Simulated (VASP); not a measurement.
**PbSe: single point with PBE+D3(BJ)**

Crystal: PbSe.

```
Pb Se
1.0
     0.00000    3.04236    3.04236
     3.04236    0.00000    3.04236
     3.04236    3.04236    0.00000
Pb Se
1 1
Cartesian
  0.0000 0.0000 0.0000
  3.0424 3.0424 3.0424
```

This cell differs from its parent crystal: volume 28.160 Å^3 an atom, c/a of the conventional cell 1.0000.

```
Program                : VASP 6.6.1
Task                   : single point
Functional             : PBE
Dispersion             : D3(BJ)
Potentials or basis    : VASP PAW PBE potentials, release 64 (Pb_d, Se)
Cutoff                 : 520 eV
k mesh                 : 10 × 10 × 10
Occupations            : gaussian, width 0.03 eV
Spin                   : no spin polarisation
Dipole correction      : no
Further INCAR settings : ALGO = Normal; EDIFF = 1e-07; NBANDS = 17
```

```
Pressure                   : 1.3 GPa
Band gap on the k mesh     : 0.23 eV, direct
Dispersion energy per atom : -0.375 eV
```

Levels at points of the mesh, in eV from the valence-band top:
| k point | band 6 | band 7 | band 8 | band 9 | band 10 | band 11 | band 12 | band 13 | band 14 | band 15 |
| --- | --- | --- | --- | --- | --- | --- | --- | --- | --- | --- |
| (0.00, 0.00, 0.00) | -13.77 | -6.29 | -1.98 | -1.98 | -1.98 | 4.73 | 4.73 | 4.73 | 6.46 | 6.46 |
| (0.50, 0.00, 0.00) | -12.66 | -8.93 | -1.56 | -1.56 | 0.00 | 0.23 | 1.64 | 1.64 | 8.55 | 10.12 |
| (0.50, 0.50, 0.00) | -12.26 | -7.43 | -5.15 | -3.37 | -3.37 | 3.60 | 5.66 | 5.66 | 6.11 | 11.32 |

It took 29 s on 1 thread of Intel(R) Xeon(R) Platinum 8488C (Sapphire Rapids), with other jobs on the host, peak memory 0.21 GiB.

Caveat: spin-orbit coupling is left out, which moves the levels of the heavy elements. A k mesh can miss the band edges.
